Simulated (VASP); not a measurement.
# Mo (P6/mmm) in VASP: a series of runs

Runs on Mo. Level: PBE. Tasks: relaxation of cell and atoms.

Program: VASP 6.6.1. These are calculated values, not measurements. Logs are shortened: lines on timing, memory, paths and dates and some standing lists are left out, and cuts for length are marked.

**1. The cell of the first run**

The structure is hexagonal, space group P6/mmm (No. 191). Conventional cell: a = 4.310 Å, b = 4.310 Å, c = 2.672 Å, α = 90.00°, β = 90.00°, γ = 120.00°. Within 3.5 Å of Mo (site symmetry 6/mmm) lie 14 Mo at 2.67 to 2.82 Å. Within 3.3 Å of Mo (site symmetry -6m2) lie 11 Mo at 2.49 to 2.82 Å.

This isn't the form of Mo at room conditions, which is bcc.

**2. Relaxation of cell and atoms, PBE, target pressure 31 GPa, at which the enthalpy is minimised**

The input, INCAR:

```
  PREC = Accurate
  ENCUT = 600
  EDIFF = 1E-6
  ISMEAR = -1
  SIGMA = 0.05
  LREAL = F
  LASPH = T
  NELM = 100
  ALGO = Normal
  ISIF = 3
  LWAVE = F
  LCHARG = F
  GGA = PE
  IBRION = 2
  NSW = 60
  EDIFFG = -0.005
  PSTRESS = 310.0
```

The input, KPOINTS:

```
regular mesh
0
Gamma
  9 9 12
```

The input, POSCAR:

```
Mo
1.0
    4.3103753030      0.0000000000      0.0000000000
   -2.1551876515      3.7328945123      0.0000000000
    0.0000000000      0.0000000000      2.6724326879
Mo
3
Direct
    0.0000000000      0.0000000000      0.0000000000
    0.3333333333      0.6666666667      0.5000000000
    0.6666666667      0.3333333333      0.5000000000
```

Potentials or basis: VASP PAW PBE potentials, release 64 (Mo_sv).

Launch:

```sh
$ cat potpaw_PBE.64/Mo_sv/POTCAR > POTCAR
$ mpirun -np 1 vasp_std > vasp.out
```

OUTCAR:

```text
PREC = Accurate
   ENCUT = 600
   EDIFF = 1E-6
   ISMEAR = -1
   LREAL = F
   LASPH = T
   NELM = 100
   ISIF = 3
   GGA = PE
   IBRION = 2
   NSW = 60
   EDIFFG = -0.005
   PSTRESS = 310.0

 ion  position               nearest neighbor table
   1  0.000  0.000  0.000-   2 2.82   3 2.82   2 2.82   3 2.82   3 2.82   3 2.82   2 2.82   2 2.82
                             3 2.82   3 2.82   2 2.82   2 2.82
   2  0.333  0.667  0.500-   3 2.49   3 2.49   3 2.49   1 2.82   1 2.82   1 2.82   1 2.82   1 2.82
                             1 2.82
   3  0.667  0.333  0.500-   2 2.49   2 2.49   2 2.49   1 2.82   1 2.82   1 2.82   1 2.82   1 2.82
                             1 2.82

  LATTYP: Found a hexagonal cell.
 ALAT       =     4.3103753030
 C/A-ratio  =     0.6200000000

  Lattice vectors:

 A1 = (   4.3103753030,   0.0000000000,   0.0000000000)
 A2 = (  -2.1551876515,   3.7328945123,   0.0000000000)
 A3 = (   0.0000000000,   0.0000000000,   2.6724326879)

Analysis of symmetry for initial positions (statically):
=====================================================================
 Subroutine PRICEL returns:
 Original cell was already a primitive cell.

 Routine SETGRP: Setting up the symmetry group for a
 hexagonal supercell.

 Subroutine GETGRP returns: Found 24 space group operations
 (whereof 24 operations were pure point group operations)
 out of a pool of 24 trial point group operations.

The static configuration has the point symmetry D_6h.

Analysis of symmetry for dynamics (positions and initial velocities):
=====================================================================
 Subroutine PRICEL returns:
 Original cell was already a primitive cell.

 Routine SETGRP: Setting up the symmetry group for a
 hexagonal supercell.

 Subroutine GETGRP returns: Found 24 space group operations
 (whereof 24 operations were pure point group operations)
 out of a pool of 24 trial point group operations.

The dynamic configuration has the point symmetry D_6h.

 Subroutine INISYM returns: Found 24 space group operations
 (whereof 24 operations are pure point group operations),
 and found     1 'primitive' translations

----------------------------------------------------------------------------------------

                                     Primitive cell

  volume of cell :      42.9999

  direct lattice vectors                    reciprocal lattice vectors
     4.310375303  0.000000000  0.000000000     0.231998360  0.133944315  0.000000000
    -2.155187651  3.732894512  0.000000000     0.000000000  0.267888631  0.000000000
     0.000000000  0.000000000  2.672432688     0.000000000  0.000000000  0.374190903

  length of vectors
     4.310375303  4.310375303  2.672432688     0.267888631  0.267888631  0.374190903

  position of ions in fractional coordinates (direct lattice)
     0.000000000  0.000000000  0.000000000
     0.333333333  0.666666667  0.500000000
     0.666666667  0.333333333  0.500000000

  ion indices of the primitive-cell ions
   primitive index   ion index
                 1           1
                 2           2
                 3           3

----------------------------------------------------------------------------------------

 KPOINTS: regular mesh

Automatic generation of k-mesh.
 Grid dimensions read from file:
 generate k-points for:    9    9   12

 Generating k-lattice:

  Cartesian coordinates                     Fractional coordinates (reciprocal lattice)
     0.025777596  0.014882702  0.000000000     0.111111111  0.000000000  0.000000000
     0.000000000  0.029765403  0.000000000     0.000000000  0.111111111  0.000000000
     0.000000000  0.000000000  0.031182575     0.000000000  0.000000000  0.083333333

  Length of vectors
     0.029765403  0.029765403  0.031182575

  Shift w.r.t. Gamma in fractional coordinates (k-lattice)
     0.000000000  0.000000000  0.000000000

 Subroutine IBZKPT returns following result:
 ===========================================

 Found     84 irreducible k-points:

 Following reciprocal coordinates:
            Coordinates               Weight
  0.000000  0.000000  0.000000      1.000000
  0.111111  0.000000  0.000000      6.000000
  0.222222  0.000000  0.000000      6.000000
  0.333333  0.000000  0.000000      6.000000
  0.444444  0.000000  0.000000      6.000000
  0.111111  0.111111  0.000000      6.000000
[... 16 lines left out ...]
  0.333333  0.222222  0.083333     24.000000
  0.333333  0.333333  0.083333      4.000000
 [... further k-points ...]
   k-points           NKPTS =     84   k-points in BZ     NKDIM =     84   number of bands    NBANDS=     25
   number of dos      NEDOS =    301   number of ions     NIONS =      3
   total plane-waves  NPLWV =  31104
   dimension x,y,z NGX =    36 NGY =   36 NGZ =   24
   dimension x,y,z NGXF=    72 NGYF=   72 NGZF=   48
   ions per type =               3
   NGX,Y,Z   is equivalent  to a cutoff of  13.88, 13.88, 14.93 a.u.
   NGXF,Y,Z  is equivalent  to a cutoff of  27.77, 27.77, 29.86 a.u.
 SYSTEM =  unknown system
   PREC   = accura    normal or accurate (medium, high low for compatibility)
   ISTART =      0    job   : 0-new  1-cont  2-samecut
   ICHARG =      2    charge: 1-file 2-atom 10-const
   ISPIN  =      1    spin polarized calculation?
   LNONCOLLINEAR =      F non collinear calculations
   LSORBIT =      F    spin-orbit coupling
   LASPH  =      T    aspherical Exc in radial PAW
   ENCUT  =  600.0 eV  44.10 Ry    6.64 a.u.   8.61  8.61  5.34*2*pi/ulx,y,z
   NELM   =    100;   NELMIN=  2; NELMDL= -5     # of ELM steps
   EDIFF  = 0.1E-05   stopping-criterion for ELM
   LREAL  =      F    real-space projection
   EDIFFG = -.5E-02   stopping-criterion for IOM
   NSW    =     60    number of steps for IOM
   IBRION =      2    ionic relax: 0-MD 1-quasi-New 2-CG
   NFREE  =      1    steps in history (QN), initial steepest desc. (CG)
   ISIF   =      3    stress and relaxation
   ISYM   =      2    0-nonsym 1-usesym 2-fastsym
   POTIM  = 0.5000    time-step for ionic-motion
   TEBEG  =    0.0;   TEEND  =   0.0 temperature during run
   PSTRESS=  310.0 pullay stress
   NELECT =      42.0000    total number of electrons
   NUPDOWN=      -1.0000    fix difference up-down
   EMIN   =  10.00;   EMAX   =-10.00  energy-range for DOS
   EFERMI =   0.00;   METHOD = LEGACY
   ISMEAR =    -1;   SIGMA  =   0.05  broadening in eV -4-tet -1-fermi 0-gaus
   EFERMI_NEDOS =   21; number of points for ismear=-14 and -15
   IALGO  =     38    algorithm
   IMIX   =      4    mixing-type and parameters
     AMIX     =   0.40;   BMIX     =  1.00
     AMIX_MAG =   1.60;   BMIX_MAG =  1.00
  volume/ion in A,a.u.               =      14.33        96.73
  Fermi-wavevector in a.u.,A,eV,Ry     =   1.624309  3.069500 35.897349  2.638381
  Thomas-Fermi vector in A             =   2.717617
   LORBIT       =      0    0 simple, 1 ext, 2 COOP (PROOUT), +10 PAW based schemes
   GGA     = PE    functional components
   LHFCALC =     F    Hartree Fock is set to
   AEXX    =    0.0000 exact exchange contribution
   IVDW    =     0    specifies the selected vdW correction
   LEPSILON=     F    determine dielectric tensor
   LRPA    =     F    only Hartree local field effects (RPA)
 conjugate gradient relaxation of ions
 non-spin polarized calculation
  energy-cutoff  :      600.00
  volume of cell :       43.00
 maximum number of plane-waves:      1462
 NGX is ok and might be reduce to    36
   NGX = 17   NGY = 17   NGZ = 11

--------------------------------------- Ionic step        1  -------------------------------------------

 number of electron      41.9999998 magnetization

 Free energy of the ion-electron system (eV)
  ---------------------------------------------------
  ext. energy  EPLUGINS =         0.00000000
  ---------------------------------------------------
  free energy    TOTEN  =       -30.68487619 eV

  energy without entropy =      -30.64284898  energy(sigma->0) =      -30.66386258

------------------------ aborting loop because EDIFF is reached ----------------------------------------

  FORCE on cell =-STRESS in cart. coord.  units (eV):
  Direction    XX          YY          ZZ          XY          YZ          ZX
  --------------------------------------------------------------------------------------
  -------------------------------------------------------------------------------------
  Total       11.4251961     11.4251961      5.1217798      0.0000000     -0.0000000     -0.0000000
  in kB      425.7029587    425.7029587    190.8375834      0.0000000     -0.0000000     -0.0000000
  external PRESSURE =      37.4145003 kB  Pullay stress =     310.0000000 kB

 VOLUME and BASIS-vectors are now :
 -----------------------------------------------------------------------------
  energy-cutoff  :      600.00
  volume of cell :       43.00
      direct lattice vectors                 reciprocal lattice vectors
     4.310375303  0.000000000  0.000000000     0.231998360  0.133944315  0.000000000
    -2.155187651  3.732894512  0.000000000     0.000000000  0.267888631  0.000000000
     0.000000000  0.000000000  2.672432688     0.000000000  0.000000000  0.374190903
[... 243 lines left out ...]
  FREE ENERGIE OF THE ION-ELECTRON SYSTEM (eV)
  ---------------------------------------------------
  free  energy   TOTEN  =       -31.0903247234 eV

  energy  without entropy=      -31.0565798222  energy(sigma->0) =      -31.07345227

  enthalpy is  TOTEN    =       -22.7244783310 eV   P V=        8.3658463923

--------------------------------------- Ionic step        8  -------------------------------------------

 number of electron      41.9999999 magnetization

 Free energy of the ion-electron system (eV)
  ---------------------------------------------------
  ext. energy  EPLUGINS =         0.00000000
  ---------------------------------------------------
  free energy    TOTEN  =       -31.17091600 eV

  energy without entropy =      -31.13679566  energy(sigma->0) =      -31.15385583

 E-fermi :  13.5318     XC(G=0): -13.7724

 val. band max:       13.5143297023   @ k =   0.2222   0.0000   0.4167
 cond. band min:      13.5331299298   @ k =   0.4444   0.0000   0.0833
 fundamental gap:      0.0188002275
 Fermi energy:        13.5317765814

 k-point     1 :       0.0000    0.0000    0.0000
  band No.  band energies     occupation
      1     -47.4642      2.00000
      2     -47.1983      2.00000
      3     -47.0119      2.00000
      4     -21.8083      2.00000
      5     -21.8083      2.00000
      6     -21.6606      2.00000
[... 17 lines left out ...]
     24      15.3731      0.00000
     25      15.4400      0.00000
[... 621 lines left out ...]
      3     -47.1486      2.00000
      4     -21.9276      2.00000
      5     -21.7516      2.00000
      6     -21.7516      2.00000
[... 17 lines left out ...]
     24      15.5259      0.00000
     25      16.2126      0.00000

 [... further k-points ...]

------------------------ aborting loop because EDIFF is reached ----------------------------------------

  FORCE on cell =-STRESS in cart. coord.  units (eV):
  Direction    XX          YY          ZZ          XY          YZ          ZX
  --------------------------------------------------------------------------------------
  -------------------------------------------------------------------------------------
  Total        8.4384948      8.4384948      8.4254944      0.0000000     -0.0000000     -0.0000000
  in kB      309.9287883    309.9287883    309.4513117      0.0000000     -0.0000000     -0.0000000
  external PRESSURE =      -0.2303706 kB  Pullay stress =     310.0000000 kB

 VOLUME and BASIS-vectors are now :
 -----------------------------------------------------------------------------
  energy-cutoff  :      600.00
  volume of cell :       43.62
      direct lattice vectors                 reciprocal lattice vectors
     4.491607190 -0.000000000 -0.000000000     0.222637456  0.128539795  0.000000000
    -2.245803595  3.889845930  0.000000000     0.000000000  0.257079591  0.000000000
    -0.000000000 -0.000000000  2.496775431     0.000000000 -0.000000000  0.400516597

 POSITION                                       TOTAL-FORCE (eV/Angst)
 -----------------------------------------------------------------------------------
      2.24580      3.88985      0.00000        -0.000000     -0.000000     -0.000000
     -0.00000      2.59323      1.24839        -0.000000      0.000000     -0.000000
      2.24580      1.29662      1.24839         0.000000     -0.000000      0.000000
 -----------------------------------------------------------------------------------
    total drift:                               -0.000000      0.000000     -0.000000

  FREE ENERGIE OF THE ION-ELECTRON SYSTEM (eV)
  ---------------------------------------------------
  free  energy   TOTEN  =       -31.1709160041 eV

  energy  without entropy=      -31.1367956647  energy(sigma->0) =      -31.15385583

  enthalpy is  TOTEN    =       -22.7304823204 eV   P V=        8.4404336837

 reached required accuracy - stopping structural energy minimisation
```

It took 3.3 min on 1 thread of Intel Xeon 6975P-C (Granite Rapids), shared host; peak memory 0.24 GiB.

Results:

```yaml
Free_energy: -31.1709 eV
Relaxed_volume: 14.54 Å³/atom
Relaxed_cell: a = 4.492 Å, b = 4.492 Å, c = 2.497 Å, α = 90.00°, β = 90.00°, γ = 120.00°
Space_group_after_relaxing_to_0.1_Å: P6/mmm (No. 191)
Energy_change_on_relaxing_the_run_minimises_the_enthalpy: -162.0 meV/atom
Ionic_steps: 8
Pressure_after_relaxing: 31.0 GPa
Band_gap_on_the_k_mesh: zero (bands 21 and 22 overlap by 1.39 eV)
```

Step by step:
| step | energy change (eV) | largest force (eV/Å) | pressure (GPa) | volume (Å³) |
| --- | --- | --- | --- | --- |
| 1 | 0.0000 | 0.0000 | 34.74 | 43.00 |
| 2 | -0.6971 | 0.0000 | 20.49 | 44.96 |
| 3 | -0.6793 | 0.0000 | 21.09 | 44.87 |
| 4 | 0.0202 | 0.0000 | 45.44 | 42.30 |
| 5 | -0.5767 | 0.0000 | 27.04 | 44.14 |
| 6 | -0.5689 | 0.0000 | 27.39 | 44.10 |
| 7 | -0.4054 | 0.0000 | 34.04 | 43.24 |
| 8 | -0.4860 | 0.0000 | 30.98 | 43.62 |

Final structure:
```yaml
crystal:
  lattice:
    - [4.49161, 0.00000, 0.00000]
    - [-2.24580, 3.88985, 0.00000]
    - [0.00000, 0.00000, 2.49678]
  atoms:
    - { symbol: Mo, position: [0.00000, 0.00000, 0.00000] }
    - { symbol: Mo, position: [0.33333, 0.66667, 0.50000] }
    - { symbol: Mo, position: [0.66667, 0.33333, 0.50000] }
```

Caveat: the cell is relaxed towards a set pressure, so the run minimises the enthalpy, not the energy.

**3. Relaxation of cell and atoms, PBE, target pressure 31 GPa, at which the enthalpy is minimised**

This run uses another cell than the first one, of 14.51 Å³/atom.

The input, INCAR:

```
SYSTEM = Mo
ALGO     = Normal         ! electronic algorithm
EDIFF    = 1E-7           ! SCF threshold, eV
EDIFFG   = -0.005         ! ionic threshold
ENCUT    = 600            ! plane-wave cutoff, eV
GGA      = PE             ! functional
IBRION   = 2              ! ionic algorithm
ISIF     = 3              ! what is computed and relaxed
ISMEAR   = -1             ! smearing method
LASPH    = .True.         ! aspherical terms in the spheres
LCHARG   = .False.        ! write CHGCAR
LREAL    = .False.        ! projectors in reciprocal space
LWAVE    = .False.        ! write WAVECAR
NELM     = 80             ! most SCF steps
NSW      = 32             ! ionic steps
PREC     = Accurate       ! precision mode
PSTRESS  = 310.0        
SIGMA    = 0.05           ! smearing width, eV
```

The input, KPOINTS:

```
k-points
0
Gamma
  9 9 12
  0 0 0
```

The input, POSCAR:

```
Mo
1.0
    4.4897373290      0.0000000000      0.0000000000
   -2.2448686645      3.8882265832      0.0000000000
    0.0000000000      0.0000000000      2.4937519459
Mo
3
Direct
    0.0000000000      0.0000000000      0.0000000000
    0.3333333333      0.6666666667      0.5000000000
    0.6666666667      0.3333333333      0.5000000000
```

Potentials or basis: VASP PAW PBE potentials, release 64 (Mo_sv).

Launch:

```sh
$ cat potpaw_PBE.64/Mo_sv/POTCAR > POTCAR
$ mpirun -np 1 vasp_std > vasp.out
```

Run time: 2.2 min. Hardware: 1 thread of Intel Xeon 6975P-C (Granite Rapids), shared host; peak memory 0.22 GiB.

The run converged. Its results:

```
Free energy                                                : -31.1710 eV
Relaxed volume                                             : 14.54 Å³/atom
Relaxed cell                                               : a = 4.492 Å, b = 4.492 Å, c = 2.496 Å, α = 90.00°, β = 90.00°, γ = 120.00°
Space group after relaxing (to 0.1 Å)                      : P6/mmm (No. 191)
Energy change on relaxing (the run minimises the enthalpy) : -5.5 meV/atom
Ionic steps                                                : 6
Pressure after relaxing                                    : 31.0 GPa
Band gap on the k mesh                                     : zero (bands 21 and 22 overlap by 1.39 eV)
```

The path:
| step | energy change (eV) | largest force (eV/Å) | pressure (GPa) | volume (Å³) |
| --- | --- | --- | --- | --- |
| 1 | 0.0000 | 0.0000 | 31.70 | 43.53 |
| 2 | -0.0752 | 0.0000 | 28.39 | 43.94 |
| 3 | -0.0166 | 0.0000 | 30.99 | 43.62 |
| 4 | -0.0169 | 0.0000 | 30.98 | 43.62 |
| 5 | -0.0161 | 0.0000 | 31.00 | 43.62 |
| 6 | -0.0164 | 0.0000 | 30.99 | 43.62 |

Final structure:
```
Mo
1.0
     4.49172    0.00000    0.00000
    -2.24586    3.88994    0.00000
     0.00000    0.00000    2.49636
Mo
3
Direct
  0.00000 0.00000 0.00000
  0.33333 0.66667 0.50000
  0.66667 0.33333 0.50000
```

Levels at points of the mesh, in eV from the Fermi level:
| k point | band 17 | band 18 | band 19 | band 20 | band 21 | band 22 | band 23 | band 24 | band 25 |
| --- | --- | --- | --- | --- | --- | --- | --- | --- | --- |
| (0.00, 0.00, 0.00) | -2.26 | -2.26 | -2.20 | -2.20 | -0.57 | -0.57 | 1.84 | 1.84 | 1.91 |
| (0.00, 0.00, 0.50) | -2.79 | -1.45 | -1.23 | -1.23 | 0.16 | 0.16 | 2.83 | 2.83 | 3.63 |

Caveat: the cell is relaxed towards a set pressure, so the run minimises the enthalpy, not the energy.

The gap in the log of VASP goes by the Fermi energy; the results here count the filled bands.